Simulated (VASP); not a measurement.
## Ca5O: single point with PBE

Crystal: Ca5O.

```
Ca O
1.0
     6.79441    0.00000    0.00000
    -3.39720    5.88413    0.00000
     0.00000    0.00000    6.48390
Ca O
5 1
Direct
  0.50000 0.00000 0.50000
  0.50000 0.50000 0.50000
  0.00000 0.50000 0.50000
  0.33333 0.66667 0.00000
  0.66667 0.33333 0.00000
  0.00000 0.00000 0.00000
```

The cell was generated, and may not be a known phase.

```yaml
Program: VASP 6.6.1
Task: single point
Functional: PBE
Potentials_or_basis: VASP PAW PBE potentials, release 64 (Ca_sv, O)
Cutoff: 520 eV
k_mesh: 3 × 3 × 4
Occupations: gaussian, width 0.1 eV
Spin: no spin polarisation
```

```yaml
Pressure: 0.1 GPa
Band_gap_on_the_k_mesh: zero (bands 28 and 29 overlap by 0.50 eV)
```

Stress tensor (GPa, compression positive):
```
0.02 0.00 0.00
0.00 0.02 0.00
0.00 0.00 0.21
```

Levels at points of the mesh, in eV from the Fermi level:
```
           k point  band 26  band 27  band 28  band 29  band 30  band 31  band 32  band 33
(0.00, 0.00, 0.00)    -0.53    -0.05    -0.04    -0.04     0.20     0.29     0.59     1.03
(0.00, 0.00, 0.50)    -0.64    -0.56    -0.04    -0.04     0.55     0.85     1.05     1.05
```

Run time: 6.1 min on 1 thread of Intel(R) Xeon(R) Platinum 8375C CPU @ 2.90GHz (Ice Lake) (shared host), peak memory 0.36 GiB.

Caveat: semilocal functionals underestimate gaps, and a narrow one can read as zero.
